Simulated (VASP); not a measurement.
Write the native input for VASP 6.6.1 that does the following.

- Task: single point
- Functional: PBE
- Potentials or basis: VASP PAW PBE potentials, release 64 (Si)
- Cutoff: 520 eV
- k mesh: 10 × 10 × 10
- Occupations: gaussian, width 0.05 eV
- Spin: no spin polarisation
- Dipole correction: no
- Further INCAR settings: ALGO = Normal; EDIFF = 1e-06; NBANDS = 16

The structure of Si lies in POSCAR:

```
Si
1.0
   -3.3178148769      3.3178148769      1.9143955111
    3.3178148769     -3.3178148769      1.9143955111
    3.3178148769      3.3178148769     -1.9143955111
Si
4
Direct
    0.1604279169      0.1604279169      0.3572210152
    0.8032069017      0.8032069017      0.6427789848
    0.1967930983      0.8395720831      0.0000000000
    0.8395720831      0.1967930983      0.0000000000
```

This cell differs from its parent crystal: atoms displaced along a vibrational mode, the cell strained.

One way to write it, as run:

INCAR

```
SYSTEM = Si
PREC = Accurate
ENCUT = 520
EDIFF = 1E-6
ISMEAR = 0
SIGMA = 0.05
LREAL = .FALSE.
LASPH = .TRUE.
NELM = 100
ALGO = Normal
ISIF = 2
LWAVE = .FALSE.
LCHARG = .TRUE.
GGA = PE
LELF = .TRUE.
LVHAR = .TRUE.
NBANDS = 16
```

KPOINTS

```
regular mesh
0
G
  10 10 10
  0 0 0
```

Potentials or basis: VASP PAW PBE potentials, release 64 (Si).

The run is started by

```sh
$ cat potpaw_PBE.64/Si/POTCAR > POTCAR
$ mpirun -np 1 vasp_std > vasp.out
```

It gave:

```yaml
Pressure: 1.9 GPa
Largest_force: 0.147 eV/Å
Band_gap_on_the_k_mesh: 0.30 eV (least direct gap 0.53 eV)
```

Caveat: the cell differs from its parent crystal (atoms displaced along a vibrational mode, the cell strained).

Wall time 2.4 min on 1 thread of Intel Xeon 8259CL (shared host), peak memory 0.28 GiB.
